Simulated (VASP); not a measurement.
# AlNi (rocksalt type) (Fm-3m) in VASP: relaxation of cell and atoms with LDA

Aim: the relaxation of cell and atoms of AlNi (rocksalt type) with LDA.

All numbers are computed with VASP 6.6.1; they aren't measurements. Logs are shortened: lines on timing, memory, paths and dates and some standing lists are left out, and cuts for length are marked.

## 1. The cell of the first run

Symmetry: Fm-3m, No. 225, cubic system. The conventional cell has a = 4.849 Å, b = 4.849 Å, c = 4.849 Å, α = 90.00°, β = 90.00°, γ = 90.00°. Within 3.2 Å of Ni (site symmetry m-3m) lie 6 Al at 2.42 Å. Within 3.2 Å of Al (site symmetry m-3m) lie 6 Ni at 2.42 Å.

## 2. Relaxation of cell and atoms, LDA

File INCAR:

```
ALGO = Normal ; EDIFF = 1E-6
EDIFFG = -0.005 ; ENCUT = 600
GGA = CA ; IBRION = 2
ISIF = 3 ; ISMEAR = -1
LASPH = T ; LCHARG = F
LREAL = F ; LWAVE = F
NELM = 100 ; NSW = 60
PREC = Accurate ; SIGMA = 0.1
```

File KPOINTS:

```
k-points
0
Gamma
  15 15 15
```

File POSCAR:

```
AlNi
1.0
    0.0000000000      2.4244436911      2.4244436911
    2.4244436911      0.0000000000      2.4244436911
    2.4244436911      2.4244436911      0.0000000000
Ni Al
1 1
Direct
    0.0000000000      0.0000000000      0.0000000000
    0.5000000000      0.5000000000      0.5000000000
```

Potentials or basis: VASP PAW LDA potentials, release 64 (Ni, Al).

Launch:

```
> cat potpaw_LDA.64/Ni/POTCAR potpaw_LDA.64/Al/POTCAR > POTCAR
> mpirun -np 1 vasp_std > vasp.out
```

OUTCAR:

```text
EDIFF = 1E-6
   EDIFFG = -0.005
   ENCUT = 600
   GGA = CA
   IBRION = 2
   ISIF = 3
   ISMEAR = -1
   LASPH = T
   LREAL = F
   NELM = 100
   NSW = 60
   PREC = Accurate

 ion  position               nearest neighbor table
   1  0.000  0.000  0.000-   2 2.42   2 2.42   2 2.42   2 2.42   2 2.42   2 2.42
   2  0.500  0.500  0.500-   1 2.42   1 2.42   1 2.42   1 2.42   1 2.42   1 2.42

  LATTYP: Found a face centered cubic cell.
 ALAT       =     4.8488873822

  Lattice vectors:

 A1 = (   0.0000000000,   2.4244436911,   2.4244436911)
 A2 = (   2.4244436911,   0.0000000000,   2.4244436911)
 A3 = (   2.4244436911,   2.4244436911,   0.0000000000)

Analysis of symmetry for initial positions (statically):
=====================================================================
 Subroutine PRICEL returns:
 Original cell was already a primitive cell.

 Routine SETGRP: Setting up the symmetry group for a
 face centered cubic supercell.

 Subroutine GETGRP returns: Found 48 space group operations
 (whereof 48 operations were pure point group operations)
 out of a pool of 48 trial point group operations.

The static configuration has the point symmetry O_h .

Analysis of symmetry for dynamics (positions and initial velocities):
=====================================================================
 Subroutine PRICEL returns:
 Original cell was already a primitive cell.

 Routine SETGRP: Setting up the symmetry group for a
 face centered cubic supercell.

 Subroutine GETGRP returns: Found 48 space group operations
 (whereof 48 operations were pure point group operations)
 out of a pool of 48 trial point group operations.

The dynamic configuration has the point symmetry O_h .

 Subroutine INISYM returns: Found 48 space group operations
 (whereof 48 operations are pure point group operations),
 and found     1 'primitive' translations

----------------------------------------------------------------------------------------

                                     Primitive cell

  volume of cell :      28.5014

  direct lattice vectors                    reciprocal lattice vectors
     0.000000000  2.424443691  2.424443691    -0.206232878  0.206232878  0.206232878
     2.424443691  0.000000000  2.424443691     0.206232878 -0.206232878  0.206232878
     2.424443691  2.424443691  0.000000000     0.206232878  0.206232878 -0.206232878

  length of vectors
     3.428681149  3.428681149  3.428681149     0.357205823  0.357205823  0.357205823

  position of ions in fractional coordinates (direct lattice)
     0.000000000  0.000000000  0.000000000
     0.500000000  0.500000000  0.500000000

  ion indices of the primitive-cell ions
   primitive index   ion index
                 1           1
                 2           2

----------------------------------------------------------------------------------------

 KPOINTS: k-points

Automatic generation of k-mesh.
 Grid dimensions read from file:
 generate k-points for:   15   15   15

 Generating k-lattice:

  Cartesian coordinates                     Fractional coordinates (reciprocal lattice)
    -0.013748859  0.013748859  0.013748859     0.066666667  0.000000000  0.000000000
     0.013748859 -0.013748859  0.013748859     0.000000000  0.066666667  0.000000000
     0.013748859  0.013748859 -0.013748859     0.000000000  0.000000000  0.066666667

  Length of vectors
     0.023813722  0.023813722  0.023813722

  Shift w.r.t. Gamma in fractional coordinates (k-lattice)
     0.000000000  0.000000000  0.000000000

 Subroutine IBZKPT returns following result:
 ===========================================

 Found    120 irreducible k-points:

 Following reciprocal coordinates:
            Coordinates               Weight
  0.000000  0.000000  0.000000      1.000000
  0.066667  0.000000  0.000000      8.000000
  0.133333  0.000000  0.000000      8.000000
  0.200000  0.000000  0.000000      8.000000
  0.266667  0.000000  0.000000      8.000000
  0.333333  0.000000  0.000000      8.000000
[... 16 lines left out ...]
  0.133333  0.133333  0.000000      6.000000
  0.200000  0.133333  0.000000     24.000000
 [... further k-points ...]
   k-points           NKPTS =    120   k-points in BZ     NKDIM =    120   number of bands    NBANDS=     10
   number of dos      NEDOS =    301   number of ions     NIONS =      2
   total plane-waves  NPLWV =  21952
   dimension x,y,z NGX =    28 NGY =   28 NGZ =   28
   dimension x,y,z NGXF=    56 NGYF=   56 NGZF=   56
   ions per type =               1   1
   NGX,Y,Z   is equivalent  to a cutoff of  13.58, 13.58, 13.58 a.u.
   NGXF,Y,Z  is equivalent  to a cutoff of  27.15, 27.15, 27.15 a.u.
 SYSTEM =  unknown system
   PREC   = accura    normal or accurate (medium, high low for compatibility)
   ISTART =      0    job   : 0-new  1-cont  2-samecut
   ICHARG =      2    charge: 1-file 2-atom 10-const
   ISPIN  =      1    spin polarized calculation?
   LNONCOLLINEAR =      F non collinear calculations
   LSORBIT =      F    spin-orbit coupling
   LASPH  =      T    aspherical Exc in radial PAW
   ENCUT  =  600.0 eV  44.10 Ry    6.64 a.u.   6.85  6.85  6.85*2*pi/ulx,y,z
   NELM   =    100;   NELMIN=  2; NELMDL= -5     # of ELM steps
   EDIFF  = 0.1E-05   stopping-criterion for ELM
   LREAL  =      F    real-space projection
   EDIFFG = -.5E-02   stopping-criterion for IOM
   NSW    =     60    number of steps for IOM
   IBRION =      2    ionic relax: 0-MD 1-quasi-New 2-CG
   NFREE  =      1    steps in history (QN), initial steepest desc. (CG)
   ISIF   =      3    stress and relaxation
   ISYM   =      2    0-nonsym 1-usesym 2-fastsym
   POTIM  = 0.5000    time-step for ionic-motion
   TEBEG  =    0.0;   TEEND  =   0.0 temperature during run
   PSTRESS=    0.0 pullay stress
   NELECT =      13.0000    total number of electrons
   NUPDOWN=      -1.0000    fix difference up-down
   EMIN   =  10.00;   EMAX   =-10.00  energy-range for DOS
   EFERMI =   0.00;   METHOD = LEGACY
   ISMEAR =    -1;   SIGMA  =   0.10  broadening in eV -4-tet -1-fermi 0-gaus
   EFERMI_NEDOS =   21; number of points for ismear=-14 and -15
   IALGO  =     38    algorithm
   IMIX   =      4    mixing-type and parameters
     AMIX     =   0.40;   BMIX     =  1.00
     AMIX_MAG =   1.60;   BMIX_MAG =  1.00
  volume/ion in A,a.u.               =      14.25        96.17
  Fermi-wavevector in a.u.,A,eV,Ry     =   1.260184  2.381402 21.606907  1.588063
  Thomas-Fermi vector in A             =   2.393706
   LORBIT       =      0    0 simple, 1 ext, 2 COOP (PROOUT), +10 PAW based schemes
   GGA     = CA    functional components
   LHFCALC =     F    Hartree Fock is set to
   AEXX    =    0.0000 exact exchange contribution
   IVDW    =     0    specifies the selected vdW correction
   LEPSILON=     F    determine dielectric tensor
   LRPA    =     F    only Hartree local field effects (RPA)
 conjugate gradient relaxation of ions
 non-spin polarized calculation
  energy-cutoff  :      600.00
  volume of cell :       28.50
 maximum number of plane-waves:       966
   NGX = 13   NGY = 13   NGZ = 13

--------------------------------------- Ionic step        1  -------------------------------------------

 number of electron      12.9999995 magnetization

 Free energy of the ion-electron system (eV)
  ---------------------------------------------------
  ext. energy  EPLUGINS =         0.00000000
  ---------------------------------------------------
  free energy    TOTEN  =       -10.83308707 eV

  energy without entropy =      -10.80555128  energy(sigma->0) =      -10.81931917

------------------------ aborting loop because EDIFF is reached ----------------------------------------

  FORCE on cell =-STRESS in cart. coord.  units (eV):
  Direction    XX          YY          ZZ          XY          YZ          ZX
  --------------------------------------------------------------------------------------
  -------------------------------------------------------------------------------------
  Total       -1.2388541     -1.2388541     -1.2388541     -0.0000000      0.0000000     -0.0000000
  in kB      -69.6409121    -69.6409121    -69.6409121     -0.0000000      0.0000000     -0.0000000
  external PRESSURE =     -69.6409121 kB  Pullay stress =       0.0000000 kB
[... 57 lines left out ...]
  energy  without entropy=      -10.8380012659  energy(sigma->0) =      -10.85015315

--------------------------------------- Ionic step        3  -------------------------------------------

 number of electron      13.0000001 magnetization

 Free energy of the ion-electron system (eV)
  ---------------------------------------------------
  ext. energy  EPLUGINS =         0.00000000
  ---------------------------------------------------
  free energy    TOTEN  =       -10.87210722 eV

  energy without entropy =      -10.84680542  energy(sigma->0) =      -10.85945632

 E-fermi :   8.2527     XC(G=0): -11.6722

 val. band max:        8.1982939433   @ k =  -0.2667   0.4667   0.2000
 cond. band min:       8.3104596975   @ k =   0.4667   0.2667   0.0000
 fundamental gap:      0.1121657541
 Fermi energy:         8.2526959327

 k-point     1 :       0.0000    0.0000    0.0000
  band No.  band energies     occupation
      1      -1.9160      2.00000
      2       6.0000      2.00000
      3       6.0000      2.00000
      4       6.0000      2.00000
      5       6.0482      2.00000
      6       6.0482      2.00000
      7      15.2867      0.00000
      8      15.2867      0.00000
      9      15.2867      0.00000
     10      19.1109      0.00000
[... 287 lines left out ...]
 k-point    24 :       0.2000    0.1333    0.0000
  band No.  band energies     occupation
      1      -1.1142      2.00000
      2       5.7407      2.00000
      3       5.7662      2.00000
      4       6.0371      2.00000
      5       6.1556      2.00000
      6       6.2194      2.00000
      7      12.7220      0.00000
      8      13.4747      0.00000
      9      15.1660      0.00000
     10      17.0780      0.00000

 [... further k-points ...]
[... 5 lines left out ...]
  --------------------------------------------------------------------------------------
  -------------------------------------------------------------------------------------
  Total       -0.0022015     -0.0022015     -0.0022015     -0.0000000     -0.0000000      0.0000000
  in kB       -0.1315916     -0.1315916     -0.1315916     -0.0000000     -0.0000000      0.0000000
  external PRESSURE =      -0.1315916 kB  Pullay stress =       0.0000000 kB
[... 17 lines left out ...]
  FREE ENERGIE OF THE ION-ELECTRON SYSTEM (eV)
  ---------------------------------------------------
  free  energy   TOTEN  =       -10.8721072155 eV

  energy  without entropy=      -10.8468054165  energy(sigma->0) =      -10.85945632

 reached required accuracy - stopping structural energy minimisation
```

It took 39 s on 1 thread of Intel Xeon 6975P-C (Granite Rapids), shared host; peak memory 0.18 GiB.

Results:

| Item | Value |
| --- | --- |
| Free energy | -10.8721 eV |
| Relaxed volume | 13.40 Å³/atom |
| Relaxed cell | a = 3.359 Å, b = 3.359 Å, c = 3.359 Å, α = 60.00°, β = 60.00°, γ = 60.00° |
| Space group after relaxing (to 0.05 Å) | Fm-3m (No. 225) |
| Energy gained by relaxing | 19.5 meV/atom |
| Ionic steps | 3 |
| Pressure after relaxing | 0.0 GPa |

The path:
```csv
step,energy change (eV),largest force (eV/Å),pressure (GPa),volume (Å³)
1,0.0000,0.0000,-6.96,28.50
2,-0.0292,0.0000,3.88,26.02
3,-0.0390,0.0000,-0.01,26.80
```

Final structure:
```cif
data_structure
_symmetry_space_group_name_H-M 'P 1'
_symmetry_Int_Tables_number 1
_cell_length_a 3.3592
_cell_length_b 3.3592
_cell_length_c 3.3592
_cell_angle_alpha 60.000
_cell_angle_beta 60.000
_cell_angle_gamma 60.000
_cell_volume 26.80
loop_
_atom_site_label
_atom_site_type_symbol
_atom_site_fract_x
_atom_site_fract_y
_atom_site_fract_z
_atom_site_occupancy
Ni1 Ni 0.00000 0.00000 0.00000 1
Al1 Al 0.50000 0.50000 0.50000 1
```

Levels at points of the mesh, in eV from the Fermi level:
```csv
k point,band 3,band 4,band 5,band 6,band 7,band 8,band 9,band 10
"(0.00, 0.00, 0.00)",-2.25,-2.25,-2.20,-2.20,7.03,7.03,7.03,10.86
```
